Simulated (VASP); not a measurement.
Write the native input for VASP 6.6.1 that does the following.

- Task: single point
- Functional: PBE
- Potentials or basis: VASP PAW PBE potentials, release 64 (Si, C)
- Cutoff: 520 eV
- k mesh: 6 × 6 × 4
- Occupations: gaussian, width 0.1 eV
- Spin: no spin polarisation
- Dipole correction: no
- Further INCAR settings: ALGO = Normal; EDIFF = 1e-06; NBANDS = 16

The structure of SiC3 lies in POSCAR:

```
SiC3
1.0
    2.5136656060      0.0000000000      0.0000000000
   -1.2568328030      2.1768982714      0.0000000000
    0.0000000000      0.0000000000      6.5247040459
Si C
1 3
Direct
    0.3333333333      0.6666666667      0.5000000000
    0.3333333333      0.6666666667      0.0000000000
    0.6666666667      0.3333333333      0.1315508565
    0.6666666667      0.3333333333      0.8684491435
```

The input as run:

INCAR

```
SYSTEM = SiC3
PREC = Accurate
ENCUT = 520
EDIFF = 1E-6
ISMEAR = 0
SIGMA = 0.1
LREAL = .FALSE.
LASPH = .TRUE.
NELM = 60
ALGO = Normal
ISIF = 2
LWAVE = .FALSE.
LCHARG = .TRUE.
GGA = PE
LELF = .TRUE.
LVHAR = .TRUE.
NBANDS = 16
```

KPOINTS

```
regular mesh
0
G
  6 6 4
  0 0 0
```

Potentials or basis: VASP PAW PBE potentials, release 64 (Si, C).

Command:

```bash
$ cat potpaw_PBE.64/Si/POTCAR potpaw_PBE.64/C/POTCAR > POTCAR
$ mpirun -np 1 vasp_std > vasp.out
```

It gave:

```
Pressure               : 0.2 GPa
Largest force          : 0.044 eV/Å
Band gap on the k mesh : zero (band 8 reaches 12.78 eV, above the bottom of band 9 at 6.57 eV)
```

Caveat: the k points lie up to 0.48 Å⁻¹ apart.

Wall time 9.9 s on 1 thread of Intel(R) Xeon(R) 6975P-C (Granite Rapids), on a shared host, peak memory 0.14 GiB.
